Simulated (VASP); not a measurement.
The system is NaI.

```
Na I
1.0
     0.00000    3.21866    3.21866
     3.21866    0.00000    3.21866
     3.21866    3.21866    0.00000
Na I
1 1
Direct
  0.00000 0.00000 0.00000
  0.50000 0.50000 0.50000
```

| Quantity | Value |
| --- | --- |
| Program | VASP 6.6.1 |
| Task | relaxation of cell and atoms |
| Functional | PBE |
| Potentials or basis | VASP PAW PBE potentials, release 64 (Na_pv, I) |
| Cutoff | 600 eV |
| k mesh | 6 × 6 × 6 |
| Occupations | gaussian, width 0.02 eV |
| Spin | no spin polarisation |

At the start: pressure 0.7 GPa; volume 33.34 Å³/atom.

Question: How do energy, volume and symmetry change on relaxing?

Answer: Over 7 steps the energy falls by 3.2 meV/atom and the volume is 34.83 Å³/atom (+4.5 %); space group Fm-3m (No. 225, to 0.05 Å).

Step by step:
```tsv
step	energy change (eV)	largest force (eV/Å)	pressure (GPa)	volume (Å³)
1	0.0000	0.0000	0.74	66.69
2	-0.0049	0.0000	0.34	68.18
3	-0.0058	0.0000	-0.20	70.65
4	-0.0064	0.0000	0.02	69.69
5	-0.0064	0.0000	-0.13	69.79
6	-0.0064	0.0000	0.06	69.45
7	-0.0064	0.0000	-0.01	69.67
```

Final structure:
```xyz
2
Lattice="0.0000 3.2659 3.2659 3.2659 0.0000 3.2659 3.2659 3.2659 0.0000" Properties=species:S:1:pos:R:3 pbc="T T T"
Na    0.0000    0.0000    0.0000
I     3.2659    3.2659    3.2659
```
